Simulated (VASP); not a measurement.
# ZnS: single point with PBE

ZnS:

```
Zn S
1.0
     0.00000    2.60795    2.60795
     2.60795    0.00000    2.60795
     2.60795    2.60795    0.00000
Zn S
1 1
Direct
  0.25000 0.25000 0.25000
  0.00000 0.00000 0.00000
```

| Item | Value |
| --- | --- |
| Program | VASP 6.6.1 |
| Task | single point |
| Functional | PBE |
| Potentials or basis | VASP PAW PBE potentials, release 64 (Zn, S) |
| Cutoff | 520 eV |
| k mesh | 10 × 10 × 10 |
| Occupations | tetrahedron |
| Spin | no spin polarisation |
| Dipole correction | no |
| Further INCAR settings | ALGO = Normal; EDIFF = 1e-07; NBANDS = 16 |

```
Pressure               : 12.1 GPa
Band gap on the k mesh : 2.59 eV, direct
```

Levels at points of the mesh, in eV from the valence-band top:
```tsv
k point	band 5	band 6	band 7	band 8	band 9	band 10	band 11	band 12	band 13	band 14
(0.00, 0.00, 0.00)	-6.20	-6.20	0.00	0.00	0.00	2.59	6.30	6.30	6.30	11.87
(0.50, 0.00, 0.00)	-6.16	-6.10	-5.90	-1.03	-1.03	3.51	6.84	6.84	9.25	12.70
(0.50, 0.50, 0.00)	-6.10	-5.94	-4.99	-2.63	-2.63	3.14	4.02	11.79	12.70	12.70
```

It took 37 s on 1 thread of Intel(R) Xeon(R) Platinum 8375C CPU @ 2.90GHz (Ice Lake) (shared host), peak memory 0.16 GiB.
